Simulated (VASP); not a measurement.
# LiNbO3 (Pm-3m) in VASP: notebook

The runs below take LiNbO3 through single point, with PBE, PBE0.

All numbers are computed with VASP 6.6.1; they aren't measurements. Logs are shortened: lines on timing, memory, paths and dates and some standing lists are left out, and cuts for length are marked.

## (1) The cell of the first run

Symmetry: Pm-3m, No. 221, cubic system. The conventional cell has a = 3.933 Å, b = 3.933 Å, c = 3.933 Å, α = 90.00°, β = 90.00°, γ = 90.00°. Li (site symmetry m-3m) has 12 O at 2.78 Å and 8 Nb at 3.41 Å within 3.7 Å. Nb (site symmetry m-3m) has 6 O at 1.97 Å within 2.6 Å. O (site symmetry 4/mmm) has 2 Nb at 1.97 Å within 2.6 Å.

## (2) Single point, PBE, non-collinear spin, zero start, spin-orbit coupling

File INCAR:

```
SYSTEM = LiNbO3
PREC = Accurate
ENCUT = 520
EDIFF = 1E-7
ISMEAR = 0
SIGMA = 0.01
LREAL = .FALSE.
LASPH = .TRUE.
NELM = 150
ALGO = Normal
ISIF = 2
LWAVE = .FALSE.
LCHARG = .TRUE.
LNONCOLLINEAR = .TRUE.
MAGMOM = 0 0 0 0 0 0 0 0 0 0 0 0 0 0 0
LORBIT = 11
LSORBIT = .TRUE.
GGA_COMPAT = .FALSE.
LORBMOM = .TRUE.
LMAXMIX = 4
GGA = PE
LVHAR = .TRUE.
NBANDS = 49
```

File KPOINTS:

```
regular mesh
0
G
  6 6 6
  0 0 0
```

File POSCAR:

```
LiNbO3
1.0
    3.9331683584      0.0000000000      0.0000000000
    0.0000000000      3.9331683584      0.0000000000
    0.0000000000      0.0000000000      3.9331683584
Li Nb O
1 1 3
Direct
    0.0000000000      0.0000000000      0.0000000000
    0.5000000000      0.5000000000      0.5000000000
    0.5000000000      0.5000000000      0.0000000000
    0.5000000000      0.0000000000      0.5000000000
    0.0000000000      0.5000000000      0.5000000000
```

Potentials or basis: VASP PAW PBE potentials, release 64 (Li_sv, Nb_sv, O).

The run is started by

```
$ cat potpaw_PBE.64/Li_sv/POTCAR potpaw_PBE.64/Nb_sv/POTCAR potpaw_PBE.64/O/POTCAR > POTCAR
$ mpirun -np 1 vasp_ncl > vasp.out
```

OUTCAR:

```text
SYSTEM = LiNbO3
   PREC = Accurate
   ENCUT = 520
   EDIFF = 1E-7
   ISMEAR = 0
   LREAL = .FALSE.
   LASPH = .TRUE.
   NELM = 150
   ISIF = 2
   LNONCOLLINEAR = .TRUE.
   LORBIT = 11
   LSORBIT = .TRUE.
   GGA = PE

 ion  position               nearest neighbor table
   1  0.000  0.000  0.000-
   2  0.500  0.500  0.500-   3 1.97   4 1.97   5 1.97   3 1.97   4 1.97   5 1.97
   3  0.500  0.500  0.000-   2 1.97   2 1.97
   4  0.500  0.000  0.500-   2 1.97   2 1.97
   5  0.000  0.500  0.500-   2 1.97   2 1.97

  LATTYP: Found a simple cubic cell.
 ALAT       =     3.9331683584

  Lattice vectors:

 A1 = (   3.9331683584,   0.0000000000,   0.0000000000)
 A2 = (   0.0000000000,   3.9331683584,   0.0000000000)
 A3 = (   0.0000000000,   0.0000000000,   3.9331683584)

Analysis of symmetry for initial positions (statically):
=====================================================================
 Subroutine PRICEL returns:
 Original cell was already a primitive cell.

 Routine SETGRP: Setting up the symmetry group for a
 simple cubic supercell.

 Subroutine GETGRP returns: Found 48 space group operations
 (whereof 48 operations were pure point group operations)
 out of a pool of 48 trial point group operations.

The static configuration has the point symmetry O_h .

Analysis of symmetry for dynamics (positions and initial velocities):
=====================================================================
 Subroutine PRICEL returns:
 Original cell was already a primitive cell.

 Routine SETGRP: Setting up the symmetry group for a
 simple cubic supercell.

 Subroutine GETGRP returns: Found 48 space group operations
 (whereof 48 operations were pure point group operations)
 out of a pool of 48 trial point group operations.

The dynamic configuration has the point symmetry O_h .

Analysis of structural, dynamic, and magnetic symmetry:
=====================================================================
 Subroutine PRICEL returns:
 Original cell was already a primitive cell.

 Routine SETGRP: Setting up the symmetry group for a
 simple cubic supercell.

 Subroutine GETGRP returns: Found 48 space group operations
 (whereof 48 operations were pure point group operations)
 out of a pool of 48 trial point group operations.

The overall configuration has the point symmetry O_h .

 Subroutine INISYM returns: Found 48 space group operations
 (whereof 48 operations are pure point group operations),
 and found     1 'primitive' translations

----------------------------------------------------------------------------------------

                                     Primitive cell

  volume of cell :      60.8454

  direct lattice vectors                    reciprocal lattice vectors
     3.933168358  0.000000000  0.000000000     0.254247952  0.000000000  0.000000000
     0.000000000  3.933168358  0.000000000     0.000000000  0.254247952  0.000000000
     0.000000000  0.000000000  3.933168358     0.000000000  0.000000000  0.254247952

  length of vectors
     3.933168358  3.933168358  3.933168358     0.254247952  0.254247952  0.254247952

  position of ions in fractional coordinates (direct lattice)
     0.000000000  0.000000000  0.000000000
     0.500000000  0.500000000  0.500000000
     0.500000000  0.500000000  0.000000000
     0.500000000  0.000000000  0.500000000
     0.000000000  0.500000000  0.500000000

  ion indices of the primitive-cell ions
   primitive index   ion index
                 1           1
                 2           2
                 3           3
                 4           4
                 5           5

----------------------------------------------------------------------------------------

 KPOINTS: regular mesh

Automatic generation of k-mesh.
 Grid dimensions read from file:
 generate k-points for:    6    6    6

 Generating k-lattice:

  Cartesian coordinates                     Fractional coordinates (reciprocal lattice)
     0.042374659  0.000000000  0.000000000     0.166666667  0.000000000  0.000000000
     0.000000000  0.042374659  0.000000000     0.000000000  0.166666667  0.000000000
     0.000000000  0.000000000  0.042374659     0.000000000  0.000000000  0.166666667

  Length of vectors
     0.042374659  0.042374659  0.042374659

  Shift w.r.t. Gamma in fractional coordinates (k-lattice)
     0.000000000  0.000000000  0.000000000

 Subroutine IBZKPT returns following result:
 ===========================================

 Found     20 irreducible k-points:

[... 60 lines left out ...]
     AMIX_MAG =   1.60;   BMIX_MAG =  1.00
  volume/ion in A,a.u.               =      12.17        82.12
  Fermi-wavevector in a.u.,A,eV,Ry     =   1.348420  2.548145 24.738619  1.818237
  Thomas-Fermi vector in A             =   2.476091
   LORBIT       =     11    0 simple, 1 ext, 2 COOP (PROOUT), +10 PAW based schemes
   GGA     = PE    functional components
   LHFCALC =     F    Hartree Fock is set to
   AEXX    =    0.0000 exact exchange contribution
   IVDW    =     0    specifies the selected vdW correction
   LEPSILON=     F    determine dielectric tensor
   LRPA    =     F    only Hartree local field effects (RPA)
 Gauss-broadening in eV      SIGMA  =   0.01
  energy-cutoff  :      520.00
  volume of cell :       60.85
 maximum number of plane-waves:      3324
 NGX is ok and might be reduce to    30
   NGX = 15   NGY = 15   NGZ = 15

 number of electron      33.9999990 magnetization       0.0000000      0.0000000      0.0000000

 number of electron      33.9999990 magnetization       0.0000000     -0.0000000      0.0000000

 number of electron      33.9999990 magnetization      -0.0000000     -0.0000000      0.0000000

 Free energy of the ion-electron system (eV)
  ---------------------------------------------------
  ext. energy  EPLUGINS =         0.00000000
  ---------------------------------------------------
  free energy    TOTEN  =       -39.27395832 eV

  energy without entropy =      -39.27395832  energy(sigma->0) =      -39.27395832

 E-fermi :   3.4567     XC(G=0):  -9.9875

 val. band max:        3.3658895880   @ k =   0.5000   0.5000   0.5000
 cond. band min:       5.0342483119   @ k =   0.0000   0.0000   0.0000
 fundamental gap:      1.6683587239
 Fermi energy:         3.4566590441

 k-point     1 :       0.0000    0.0000    0.0000
  band No.  band energies     occupation
      1     -51.4465      1.00000
      2     -51.4465      1.00000
      3     -42.2304      1.00000
      4     -42.2304      1.00000
      5     -28.9195      1.00000
      6     -28.9195      1.00000
[... 969 lines left out ...]
     45      13.3829      0.00000
     46      13.3829      0.00000
 [bands above 46 left out]

------------------------ aborting loop because EDIFF is reached ----------------------------------------

  FORCE on cell =-STRESS in cart. coord.  units (eV):
  Direction    XX          YY          ZZ          XY          YZ          ZX
  --------------------------------------------------------------------------------------
  -------------------------------------------------------------------------------------
  Total        1.1096134      1.1096134      1.1096134      0.0000000     -0.0000000      0.0000000
  in kB       29.2182804     29.2182804     29.2182804      0.0000000     -0.0000000      0.0000000
  external PRESSURE =      29.2182804 kB  Pullay stress =       0.0000000 kB

 VOLUME and BASIS-vectors are now :
 -----------------------------------------------------------------------------
  energy-cutoff  :      520.00
  volume of cell :       60.85
      direct lattice vectors                 reciprocal lattice vectors
     3.933168358  0.000000000  0.000000000     0.254247952  0.000000000  0.000000000
     0.000000000  3.933168358  0.000000000     0.000000000  0.254247952  0.000000000
     0.000000000  0.000000000  3.933168358     0.000000000  0.000000000  0.254247952

 POSITION                                       TOTAL-FORCE (eV/Angst)
 -----------------------------------------------------------------------------------
      0.00000      0.00000      0.00000         0.000000      0.000000      0.000000
      1.96658      1.96658      1.96658         0.000000      0.000000      0.000000
      1.96658      1.96658      0.00000         0.000000      0.000000      0.000000
      1.96658      0.00000      1.96658         0.000000      0.000000      0.000000
      0.00000      1.96658      1.96658         0.000000      0.000000      0.000000
 -----------------------------------------------------------------------------------
    total drift:                                0.000000      0.000000      0.000000

  FREE ENERGIE OF THE ION-ELECTRON SYSTEM (eV)
  ---------------------------------------------------
  free  energy   TOTEN  =       -39.2739583212 eV

  energy  without entropy=      -39.2739583212  energy(sigma->0) =      -39.27395832

 orbital moment (x)

 # of ion     p       d       tot
 ----------------------------------------
  1         0.000   0.000   0.000
  2        -0.000   0.000   0.000
  3        -0.000   0.000  -0.000
  4        -0.000   0.000  -0.000
  5        -0.000   0.000  -0.000
 ----------------------------------------
           -0.000   0.000   0.000

 orbital moment (y)

 # of ion     p       d       tot
 ----------------------------------------
  1         0.000   0.000   0.000
  2        -0.000  -0.000  -0.000
  3        -0.000   0.000  -0.000
  4         0.000   0.000   0.000
  5         0.000   0.000   0.000
 ----------------------------------------
            0.000  -0.000  -0.000

 orbital moment (z)

 # of ion     p       d       tot
 ----------------------------------------
  1         0.000   0.000   0.000
  2         0.000   0.000   0.000
  3         0.000   0.000   0.000
  4         0.000   0.000   0.000
  5         0.000   0.000   0.000
 ----------------------------------------
            0.000   0.000   0.000

 Spin-Orbit-Coupling matrix elements

 Ion:    1  E_soc:     -0.0000000
 l=   1
     0.0000000    -0.0000000    -0.0000000
    -0.0000000     0.0000000    -0.0000000
    -0.0000000    -0.0000000     0.0000000
 l=   2
     0.0000000     0.0000000     0.0000000     0.0000000     0.0000000
     0.0000000     0.0000000     0.0000000     0.0000000     0.0000000
     0.0000000     0.0000000     0.0000000     0.0000000     0.0000000
     0.0000000     0.0000000     0.0000000     0.0000000     0.0000000
     0.0000000     0.0000000     0.0000000     0.0000000     0.0000000
 l=   3
     0.0000000     0.0000000     0.0000000     0.0000000     0.0000000     0.0000000     0.0000000
     0.0000000     0.0000000     0.0000000     0.0000000     0.0000000     0.0000000     0.0000000
     0.0000000     0.0000000     0.0000000     0.0000000     0.0000000     0.0000000     0.0000000
     0.0000000     0.0000000     0.0000000     0.0000000     0.0000000     0.0000000     0.0000000
[... 69 lines left out ...]
 l=   2
     0.0000000     0.0000000     0.0000000     0.0000000     0.0000000
     0.0000000     0.0000000     0.0000000     0.0000000     0.0000000
     0.0000000     0.0000000     0.0000000     0.0000000     0.0000000
     0.0000000     0.0000000     0.0000000     0.0000000     0.0000000
     0.0000000     0.0000000     0.0000000     0.0000000     0.0000000
 l=   3
     0.0000000     0.0000000     0.0000000     0.0000000     0.0000000     0.0000000     0.0000000
     0.0000000     0.0000000     0.0000000     0.0000000     0.0000000     0.0000000     0.0000000
     0.0000000     0.0000000     0.0000000     0.0000000     0.0000000     0.0000000     0.0000000
     0.0000000     0.0000000     0.0000000     0.0000000     0.0000000     0.0000000     0.0000000
     0.0000000     0.0000000     0.0000000     0.0000000     0.0000000     0.0000000     0.0000000
     0.0000000     0.0000000     0.0000000     0.0000000     0.0000000     0.0000000     0.0000000
     0.0000000     0.0000000     0.0000000     0.0000000     0.0000000     0.0000000     0.0000000

 total charge

# of ion       s       p       d       tot
------------------------------------------
    1        1.992   0.014   0.000   2.006
    2        2.218   6.169   2.018  10.404
    3        1.571   3.501   0.000   5.072
    4        1.571   3.501   0.000   5.072
    5        1.571   3.501   0.000   5.072
--------------------------------------------------
tot          8.923  16.687   2.018  27.627

 magnetization (x)

# of ion       s       p       d       tot
------------------------------------------
    1        0.000  -0.000   0.000   0.000
    2        0.000   0.000   0.000   0.000
    3       -0.000   0.000   0.000   0.000
    4        0.000   0.000   0.000   0.000
    5        0.000  -0.000   0.000  -0.000
--------------------------------------------------
tot          0.000   0.000   0.000   0.000

 magnetization (y)

# of ion       s       p       d       tot
------------------------------------------
    1       -0.000  -0.000   0.000  -0.000
    2        0.000   0.000   0.000   0.000
    3        0.000  -0.000   0.000  -0.000
    4       -0.000   0.000   0.000  -0.000
    5       -0.000  -0.000   0.000  -0.000
--------------------------------------------------
tot         -0.000  -0.000   0.000  -0.000

 magnetization (z)

# of ion       s       p       d       tot
------------------------------------------
    1       -0.000   0.000   0.000  -0.000
    2        0.000  -0.000   0.000   0.000
    3        0.000   0.000   0.000   0.000
    4       -0.000   0.000   0.000   0.000
    5       -0.000  -0.000   0.000  -0.000
--------------------------------------------------
tot          0.000  -0.000   0.000   0.000
```

Run time: 2.4 min. Hardware: 1 thread of Intel Xeon Platinum 8488C (Sapphire Rapids), shared host; peak memory 0.32 GiB.

What came out:

| Item | Value |
| --- | --- |
| Free energy | -39.2740 eV |
| Net moment | 0.00 μB per cell |
| Valence electrons inside the program's atomic spheres | Li 2.01; Nb 10.40; O 5.07 |

Moments on the atoms (μB; x, y, z):
```
Li  0.00 0.00 0.00
Nb  0.00 0.00 0.00
O   0.00 0.00 0.00
O   0.00 0.00 0.00
O   0.00 0.00 0.00
```

Caveat: the cutoff is under 1.25 times the usual one of these potentials, so pressure, stress and relaxed cells hold a basis-set (Pulay) error.

## (3) Single point, PBE0

POSCAR is that of step 2.

File INCAR.step1:

```
SYSTEM = LiNbO3
  PREC = Accurate
  ENCUT = 520
  EDIFF = 1E-5
  ISMEAR = 0
  SIGMA = 0.01
  LREAL = .False.
  LASPH = .True.
  NELM = 60
  ALGO = Normal
  ISIF = 2
  LWAVE = .True.
  LCHARG = .False.
  GGA = PE
  NBANDS = 25
```

File INCAR.step2:

```
SYSTEM = LiNbO3
  PREC = Accurate
  ENCUT = 520
  EDIFF = 1E-6
  ISMEAR = 0
  SIGMA = 0.01
  LREAL = .False.
  LASPH = .True.
  NELM = 60
  ALGO = Normal
  ISIF = 2
  LWAVE = .False.
  LCHARG = .False.
  GGA = PE
  LHFCALC = .True.
  AEXX = 0.25
  PRECFOCK = Fast
  ISTART = 1
  NBANDS = 25
```

File KPOINTS:

```
Automatic mesh
0
Gamma
  4 4 4
  0 0 0
```

Potentials or basis: VASP PAW PBE potentials, release 64 (Li_sv, Nb_sv, O).

The run is started by

```
$ cat potpaw_PBE.64/Li_sv/POTCAR potpaw_PBE.64/Nb_sv/POTCAR potpaw_PBE.64/O/POTCAR > POTCAR
$ cp INCAR.step1 INCAR
$ mpirun -np 1 vasp_std > vasp.out
$ cp INCAR.step2 INCAR
$ mpirun -np 1 vasp_std > vasp.out
```

It took 8.1 min on 1 thread of AMD EPYC 7R13 (Zen 3), shared host; peak memory 0.15 GiB.

Results (log left out):

```yaml
Free_energy: -50.4523 eV
Band_gap_on_the_k_mesh: 3.74 eV (least direct gap 4.63 eV)
```

Levels at points of the mesh, in eV from the valence-band top:
```csv
k point,band 13,band 14,band 15,band 16,band 17,band 18,band 19,band 20,band 21,band 22
"(0.00, 0.00, 0.00)",-1.20,-1.20,-0.89,-0.89,-0.89,3.74,3.74,3.74,6.85,8.00
"(0.50, 0.00, 0.00)",-2.32,-2.32,-1.59,-0.94,-0.94,3.82,6.74,6.74,8.01,8.93
"(0.50, 0.50, 0.00)",-3.07,-2.17,-2.17,-1.69,-0.02,6.78,6.78,8.12,9.60,10.87
"(0.50, 0.50, 0.50)",-5.26,-5.11,0.00,0.00,0.00,8.10,8.10,8.10,9.16,12.60
```

Caveat: the cutoff is under 1.25 times the usual one of these potentials, so pressure, stress and relaxed cells hold a basis-set (Pulay) error; the PAW data sets were made with another functional, which shifts forces and pressure a little.
